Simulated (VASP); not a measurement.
A run of VASP 6.6.1:

The input INCAR:

```
SYSTEM = Ca2Si3Ag
ALGO = Normal ; EDIFF = 1E-6
ENCUT = 520 ; GGA = PS
ISIF = 2 ; ISMEAR = 1
LASPH = .TRUE. ; LCHARG = .TRUE.
LELF = .TRUE. ; LREAL = .FALSE.
LVHAR = .TRUE. ; LWAVE = .FALSE.
NBANDS = 55 ; NELM = 80
PREC = Accurate ; SIGMA = 0.15
```

Contents of KPOINTS:

```
k-points
0
G
  3 3 3
  0 0 0
```

File POSCAR:

```
Ca2Si3Ag
1.0
    0.0000000000      7.1423909200      4.2910924800
    4.1268140200      0.0000000000      4.2910924800
    4.1268140200      7.1423909200      0.0000000000
Ca Si Ag
4 6 2
Direct
    0.2478579057      0.2384250187      0.7531917540
    0.7594323613      0.7476824423      0.2465891629
    0.2547250007      0.2541270015      0.2349604617
    0.7490304466      0.7563146444      0.7511254704
    0.8284523557      0.1602455154      0.3242410619
    0.1452080471      0.8401249468      0.6868532426
    0.6801937372      0.3258990049      0.1624508432
    0.3365364907      0.6592709918      0.8372161215
    0.1510977792      0.8440576550      0.1708487546
    0.8506728081      0.1846765862      0.8176903680
    0.6670962227      0.3275688934      0.6654441138
    0.3308406881      0.6699967490      0.3399891578
```

Potentials or basis: VASP PAW PBE potentials, release 64 (Ca_sv, Si, Ag).

Command:

```sh
$ cat potpaw_PBE.64/Ca_sv/POTCAR potpaw_PBE.64/Si/POTCAR potpaw_PBE.64/Ag/POTCAR > POTCAR
$ mpirun -np 1 vasp_std > vasp.out
```

Hardware: 1 thread of Oxide Virtual Turin-like Processor, with other jobs on the host.

Task: Estimate the wall time of this run.

Result: It took 6.4 min on 1 thread of Oxide Virtual Turin-like Processor, with other jobs on the host, peak memory 0.53 GiB. Counts: scf iterations 14, k points 14.
